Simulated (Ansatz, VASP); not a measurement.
**One calculation of Ge, two programs**

The input INCAR:

```
ALGO = Normal ; EDIFF = 1E-7
EDIFFG = -0.002 ; ENCUT = 450
GGA = PS ; GGA_COMPAT = F
IBRION = 2 ; ISIF = 2
ISMEAR = 0 ; LASPH = T
LCHARG = F ; LREAL = F
LWAVE = F ; NELM = 120
NELMIN = 4 ; NSW = 60
PREC = Accurate ; SIGMA = 0.1
```

KPOINTS

```
k-points
0
Gamma
  12 12 12
```

POSCAR

```
Ge
1.0
    0.0000000000      2.8460064839      2.8094867364
    2.8460064839      0.0000000000      2.8094867364
    2.8460064839      2.8460064839      0.0000000000
Ge
2
Direct
    0.0000000000      0.0000000000      0.0000000000
    0.2500000000      0.2500000000      0.2500000000
```

Input for Ansatz:

```yaml
crystal:
  lattice:
    - [0.0, 2.8460064839, 2.8094867364]
    - [2.8460064839, 0.0, 2.8094867364]
    - [2.8460064839, 2.8460064839, 0.0]
  atoms:
    - { symbol: Ge, position: [0.0, 0.0, 0.0] }
    - { symbol: Ge, position: [0.25, 0.25, 0.25] }
basis:
  ecutwfc: 420
kpoints:
  mp_grid: { grid: [12, 12, 12] }
hamiltonian:
  xc: pbesol
  pseudopotentials: { kind: paw }
scf:
  occupations: { method: gaussian, width: 0.1 }
output:
  forces: true
  stress: true
  eigenvalues: true
relax:
  adjacent_minimum: "off"
  f_tol: 0.002
  max_steps: 40
```

Change from the starting cell: strained cell.

Alike in both runs: task relaxation of the atoms; functional PBEsol; k mesh 12 × 12 × 12; occupations gaussian, width 0.1 eV; no spin polarisation.

|  | VASP | Ansatz |
| --- | --- | --- |
| version | VASP 6.6.1 | Ansatz 0.2.0 |
| potentials or method | VASP PAW PBE potentials, release 64 (Ge_d), cutoff 450 eV | scalar-relativistic, plane waves, PAW |
| valence electrons in the cell | 28 | 28 |

```tsv
	VASP	Ansatz	Ansatz less VASP
gap on the k mesh at the Fermi level, each at its own relaxed structure (eV)	0.10	0.10	0.000
```

VASP's potentials were made for PBE, not for PBEsol. Ansatz's warnings: stress scf threshold loose.

Noted on VASP's run: the relaxation stopped at its first step, so nothing moved.
